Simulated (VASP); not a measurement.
# Tl (I4/mmm) in VASP: single point with r2SCAN

Aim: the single point of Tl with r2SCAN.

All numbers are computed with VASP 6.6.1; they aren't measurements. Logs are shortened: lines on timing, memory, paths and dates and some standing lists are left out, and cuts for length are marked.

## (1) The cell of the first run

The typed cell holds 1 atom: a = 3.458 Å, b = 3.458 Å, c = 3.458 Å, α = 120.00°, β = 120.00°, γ = 90.01°.

This isn't the form of Tl at room conditions, which is hcp.

## (2) Single point, r2SCAN

POSCAR reads:

```
Tl
1.0
   -1.7293214654      1.7293214654      2.4452605520
    1.7293214654     -1.7293214654      2.4452605520
    1.7293214654      1.7293214654     -2.4452605520
Tl
1
Direct
    0.0000000000      0.0000000000      0.0000000000
```

INCAR.step1 reads:

```
SYSTEM = Tl
ALGO = Normal ; EDIFF = 1E-4
ENCUT = 520 ; GGA = PE
ISMEAR = 0 ; LASPH = .TRUE.
LCHARG = .FALSE. ; LREAL = .FALSE.
LWAVE = .TRUE. ; NBANDS = 12
NELM = 60 ; PREC = Accurate
SIGMA = 0.15
```

INCAR.step2 reads:

```
SYSTEM = Tl
ALGO = Normal ; EDIFF = 1E-7
ENCUT = 520 ; ISIF = 2
ISMEAR = 0 ; ISTART = 1
LASPH = .TRUE. ; LCHARG = .FALSE.
LMIXTAU = .TRUE. ; LREAL = .FALSE.
LWAVE = .FALSE. ; METAGGA = R2SCAN
NBANDS = 12 ; NELM = 60
PREC = Accurate ; SIGMA = 0.15
```

KPOINTS reads:

```
k-points
0
G
  20 20 20
  0 0 0
```

Potentials or basis: VASP PAW PBE potentials, release 64 (Tl_d).

On the command line:

```console
$ cat potpaw_PBE.64/Tl_d/POTCAR > POTCAR
$ cp INCAR.step1 INCAR
$ mpirun -np 1 vasp_std > vasp.out
$ cp INCAR.step2 INCAR
$ mpirun -np 1 vasp_std > vasp.out
```

OUTCAR:

```text
SYSTEM = Tl
   EDIFF = 1E-7
   ENCUT = 520
   ISIF = 2
   ISMEAR = 0
   ISTART = 1
   LASPH = .TRUE.
   LREAL = .FALSE.
   METAGGA = R2SCAN
   NELM = 60
   PREC = Accurate

 ion  position               nearest neighbor table
   1  0.000  0.000  0.000-

  LATTYP: Found a body centered tetragonal cell.
 ALAT       =     3.4586429308
 C/A-ratio  =     1.4140000000

  Lattice vectors:

 A1 = (  -1.7293214654,   1.7293214654,   2.4452605520)
 A2 = (   1.7293214654,  -1.7293214654,   2.4452605520)
 A3 = (   1.7293214654,   1.7293214654,  -2.4452605520)

Analysis of symmetry for initial positions (statically):
=====================================================================
 Subroutine PRICEL returns:
 Original cell was already a primitive cell.

 Routine SETGRP: Setting up the symmetry group for a
 body centered tetragonal supercell.

 Subroutine GETGRP returns: Found 16 space group operations
 (whereof 16 operations were pure point group operations)
 out of a pool of 16 trial point group operations.

The static configuration has the point symmetry D_4h.

Analysis of symmetry for dynamics (positions and initial velocities):
=====================================================================
 Subroutine PRICEL returns:
 Original cell was already a primitive cell.

 Routine SETGRP: Setting up the symmetry group for a
 body centered tetragonal supercell.

 Subroutine GETGRP returns: Found 16 space group operations
 (whereof 16 operations were pure point group operations)
 out of a pool of 16 trial point group operations.

The dynamic configuration has the point symmetry D_4h.

 Subroutine INISYM returns: Found 16 space group operations
 (whereof 16 operations are pure point group operations),
 and found     1 'primitive' translations

----------------------------------------------------------------------------------------

                                     Primitive cell

  volume of cell :      29.2507

  direct lattice vectors                    reciprocal lattice vectors
    -1.729321465  1.729321465  2.445260552     0.000000000  0.289130743  0.204477187
     1.729321465 -1.729321465  2.445260552     0.289130743  0.000000000  0.204477187
     1.729321465  1.729321465 -2.445260552     0.289130743  0.289130743  0.000000000

  length of vectors
     3.458381793  3.458381793  3.458381793     0.354129223  0.354129223  0.408892618

  position of ions in fractional coordinates (direct lattice)
     0.000000000  0.000000000  0.000000000

  ion indices of the primitive-cell ions
   primitive index   ion index
                 1           1

----------------------------------------------------------------------------------------

 KPOINTS: k-points

Automatic generation of k-mesh.
 Grid dimensions read from file:
 generate k-points for:   20   20   20

 Generating k-lattice:

  Cartesian coordinates                     Fractional coordinates (reciprocal lattice)
     0.000000000  0.014456537  0.010223859     0.050000000  0.000000000 -0.000000000
     0.014456537  0.000000000  0.010223859     0.000000000  0.050000000 -0.000000000
     0.014456537  0.014456537  0.000000000     0.000000000  0.000000000  0.050000000

  Length of vectors
     0.017706461  0.017706461  0.020444631

  Shift w.r.t. Gamma in fractional coordinates (k-lattice)
     0.000000000  0.000000000  0.000000000

 Subroutine IBZKPT returns following result:
 ===========================================

 Found    641 irreducible k-points:

 Following reciprocal coordinates:
            Coordinates               Weight
  0.000000  0.000000  0.000000      1.000000
  0.050000  0.000000  0.000000      8.000000
  0.100000  0.000000 -0.000000      8.000000
  0.150000  0.000000 -0.000000      8.000000
  0.200000  0.000000 -0.000000      8.000000
  0.250000  0.000000 -0.000000      8.000000
[... 16 lines left out ...]
 -0.400000  0.050000  0.000000     16.000000
 -0.350000  0.050000  0.000000     16.000000
 [... further k-points ...]
   k-points           NKPTS =    641   k-points in BZ     NKDIM =    641   number of bands    NBANDS=     12
   number of dos      NEDOS =    301   number of ions     NIONS =      1
   total plane-waves  NPLWV =  21952
   dimension x,y,z NGX =    28 NGY =   28 NGZ =   28
   dimension x,y,z NGXF=    56 NGYF=   56 NGZF=   56
   ions per type =               1
   NGX,Y,Z   is equivalent  to a cutoff of  13.46, 13.46, 13.46 a.u.
   NGXF,Y,Z  is equivalent  to a cutoff of  26.92, 26.92, 26.92 a.u.
 SYSTEM =  Tl
   PREC   = accura    normal or accurate (medium, high low for compatibility)
   ISTART =      1    job   : 0-new  1-cont  2-samecut
   ICHARG =      0    charge: 1-file 2-atom 10-const
   ISPIN  =      1    spin polarized calculation?
   LNONCOLLINEAR =      F non collinear calculations
   LSORBIT =      F    spin-orbit coupling
   LASPH  =      T    aspherical Exc in radial PAW
   ENCUT  =  520.0 eV  38.22 Ry    6.18 a.u.   6.43  6.43  6.43*2*pi/ulx,y,z
   NELM   =     60;   NELMIN=  2; NELMDL=  0     # of ELM steps
   EDIFF  = 0.1E-06   stopping-criterion for ELM
   LREAL  =      F    real-space projection
   EDIFFG = 0.1E-05   stopping-criterion for IOM
   NSW    =      0    number of steps for IOM
   IBRION =     -1    ionic relax: 0-MD 1-quasi-New 2-CG
   NFREE  =      0    steps in history (QN), initial steepest desc. (CG)
   ISIF   =      2    stress and relaxation
   ISYM   =      2    0-nonsym 1-usesym 2-fastsym
   POTIM  = 0.5000    time-step for ionic-motion
   TEBEG  =    0.0;   TEEND  =   0.0 temperature during run
   PSTRESS=    0.0 pullay stress
   NELECT =      13.0000    total number of electrons
   NUPDOWN=      -1.0000    fix difference up-down
   EMIN   =  10.00;   EMAX   =-10.00  energy-range for DOS
   EFERMI =   0.00;   METHOD = LEGACY
   ISMEAR =     0;   SIGMA  =   0.15  broadening in eV -4-tet -1-fermi 0-gaus
   EFERMI_NEDOS =   21; number of points for ismear=-14 and -15
   IALGO  =     38    algorithm
   IMIX   =      4    mixing-type and parameters
     AMIX     =   0.40;   BMIX     =  1.00
     AMIX_MAG =   1.60;   BMIX_MAG =  1.00
  volume/ion in A,a.u.               =      29.25       197.39
  Fermi-wavevector in a.u.,A,eV,Ry     =   1.249330  2.360891 21.236311  1.560825
  Thomas-Fermi vector in A             =   2.383375
   LORBIT       =      0    0 simple, 1 ext, 2 COOP (PROOUT), +10 PAW based schemes
   METAGGA = R2SCAN    functional components
   LHFCALC =     F    Hartree Fock is set to
   AEXX    =    0.0000 exact exchange contribution
   IVDW    =     0    specifies the selected vdW correction
   LEPSILON=     F    determine dielectric tensor
   LRPA    =     F    only Hartree local field effects (RPA)
 non-spin polarized calculation
 Gauss-broadening in eV      SIGMA  =   0.15
  energy-cutoff  :      520.00
  volume of cell :       29.25
 maximum number of plane-waves:       817
 NGX is ok and might be reduce to    28
   NGX = 13   NGY = 13   NGZ = 13

 number of electron      12.9999999 magnetization

 Free energy of the ion-electron system (eV)
  ---------------------------------------------------
  ext. energy  EPLUGINS =         0.00000000
  ---------------------------------------------------
  free energy    TOTEN  =       -53.16098191 eV

  energy without entropy =      -53.15506255  energy(sigma->0) =      -53.15802223

 E-fermi :   6.2675     XC(G=0): -10.7012

 val. band max:        6.2648747914   @ k =  -0.3500   0.4500   0.1000
 cond. band min:       6.2947758394   @ k =  -0.3500  -0.4000   0.1500
 fundamental gap:      0.0299010480
 Fermi energy:         6.2675206336

 k-point     1 :       0.0000    0.0000    0.0000
  band No.  band energies     occupation
      1      -5.8436      2.00000
      2      -5.8436      2.00000
      3      -5.8433      2.00000
      4      -5.5748      2.00000
      5      -5.5745      2.00000
      6      -3.9943      2.00000
      7      16.7276      0.00000
      8      16.7280      0.00000
      9      16.7280      0.00000
     10      17.8805      0.00000
     11      21.2365      0.00000
     12      21.8336      0.00000

 k-point     2 :       0.0500    0.0000    0.0000
  band No.  band energies     occupation
      1      -5.8452      2.00000
      2      -5.8368      2.00000
      3      -5.8366      2.00000
      4      -5.5760      2.00000
      5      -5.5757      2.00000
      6      -3.9400      2.00000
      7      16.0289      0.00000
      8      16.6648      0.00000
      9      16.6649      0.00000
     10      17.8202      0.00000
     11      21.4389      0.00000
     12      21.9416      0.00000

 k-point     3 :       0.1000    0.0000   -0.0000
  band No.  band energies     occupation
      1      -5.8516      2.00000
      2      -5.8186      2.00000
      3      -5.8184      2.00000
      4      -5.5774      2.00000
      5      -5.5772      2.00000
      6      -3.7749      2.00000
      7      14.5221      0.00000
      8      16.4890      0.00000
      9      16.4891      0.00000
     10      17.7710      0.00000
     11      21.5799      0.00000
     12      22.2457      0.00000

 k-point     4 :       0.1500    0.0000   -0.0000
  band No.  band energies     occupation
      1      -5.8655      2.00000
      2      -5.7963      2.00000
      3      -5.7960      2.00000
      4      -5.5733      2.00000
      5      -5.5730      2.00000
      6      -3.4951      2.00000
      7      12.8138      0.00000
      8      16.2309      0.00000
      9      16.2314      0.00000
     10      17.7324      0.00000
     11      21.3726      0.00000
     12      22.3486      0.00000

 k-point     5 :       0.2000    0.0000   -0.0000
  band No.  band energies     occupation
      1      -5.8882      2.00000
      2      -5.7809      2.00000
      3      -5.7807      2.00000
      4      -5.5544      2.00000
      5      -5.5542      2.00000
      6      -3.0978      2.00000
      7      11.0932      0.00000
      8      15.9248      0.00000
      9      15.9258      0.00000
     10      17.6868      0.00000
     11      20.8542      0.00000
     12      21.8330      0.00000
[... 228 lines left out ...]
      1      -6.0198      2.00000
      2      -5.8352      2.00000
      3      -5.8200      2.00000
      4      -5.3485      2.00000
      5      -5.3297      2.00000
      6       0.6873      2.00000
      7       3.5607      2.00000
      8      14.1682      0.00000
      9      14.4412      0.00000
     10      17.0935      0.00000
     11      19.6046      0.00000
     12      20.5048      0.00000

 k-point    22 :      -0.4500    0.0500    0.0000
  band No.  band energies     occupation
      1      -6.0109      2.00000
      2      -5.8305      2.00000
      3      -5.8131      2.00000
      4      -5.3741      2.00000
      5      -5.3373      2.00000
      6       0.1180      2.00000
      7       4.3110      2.00000
      8      14.3757      0.00000
      9      14.3857      0.00000
     10      17.1221      0.00000
     11      19.6936      0.00000
     12      20.6547      0.00000

 k-point    23 :      -0.4000    0.0500    0.0000
  band No.  band energies     occupation
      1      -5.9921      2.00000
      2      -5.8194      2.00000
      3      -5.8009      2.00000
      4      -5.4160      2.00000
      5      -5.3638      2.00000
      6      -0.6680      2.00000
      7       5.4947      2.00000
      8      14.4093      0.00000
      9      14.6776      0.00000
     10      17.2346      0.00000
     11      19.7658      0.00000
     12      20.7244      0.00000

 k-point    24 :      -0.3500    0.0500    0.0000
  band No.  band energies     occupation
      1      -5.9660      2.00000
      2      -5.8039      2.00000
      3      -5.7860      2.00000
      4      -5.4685      2.00000
      5      -5.4050      2.00000
      6      -1.4392      2.00000
      7       6.8778      0.00000
      8      14.5340      0.00000
      9      15.0204      0.00000
     10      17.4263      0.00000
     11      19.8094      0.00000
     12      20.9446      0.00000

 [... further k-points ...]

------------------------ aborting loop because EDIFF is reached ----------------------------------------

  FORCE on cell =-STRESS in cart. coord.  units (eV):
  Direction    XX          YY          ZZ          XY          YZ          ZX
  --------------------------------------------------------------------------------------
  -------------------------------------------------------------------------------------
  Total        0.1119314      0.1119314      0.1120819      0.0000000      0.0000000      0.0000000
  in kB        6.1309255      6.1309255      6.1391684      0.0000000      0.0000000      0.0000000
  external PRESSURE =       6.1336731 kB  Pullay stress =       0.0000000 kB

 VOLUME and BASIS-vectors are now :
 -----------------------------------------------------------------------------
  energy-cutoff  :      520.00
  volume of cell :       29.25
      direct lattice vectors                 reciprocal lattice vectors
    -1.729321465  1.729321465  2.445260552     0.000000000  0.289130743  0.204477187
     1.729321465 -1.729321465  2.445260552     0.289130743  0.000000000  0.204477187
     1.729321465  1.729321465 -2.445260552     0.289130743  0.289130743  0.000000000

 POSITION                                       TOTAL-FORCE (eV/Angst)
 -----------------------------------------------------------------------------------
      0.00000      0.00000      0.00000         0.000000     -0.000000      0.000000
 -----------------------------------------------------------------------------------
    total drift:                               -0.000000     -0.000000     -0.000000

  FREE ENERGIE OF THE ION-ELECTRON SYSTEM (eV)
  ---------------------------------------------------
  free  energy   TOTEN  =       -53.1609819099 eV

  energy  without entropy=      -53.1550625524  energy(sigma->0) =      -53.15802223
```

It took 5.7 min on 1 thread of Intel Xeon 6975P-C (Granite Rapids), shared host; peak memory 0.34 GiB.

What came out:

```yaml
Free_energy: -53.1610 eV
Pressure: 0.6 GPa
Band_gap_on_the_k_mesh: zero (an odd number of electrons rules out a gap without spin polarisation)
```

Caveat: the PAW data sets were made with another functional, which shifts forces and pressure a little; spin-orbit coupling is left out, which moves the levels of the heavy elements.

The gap in the log of VASP goes by the Fermi energy; the results here count the filled bands.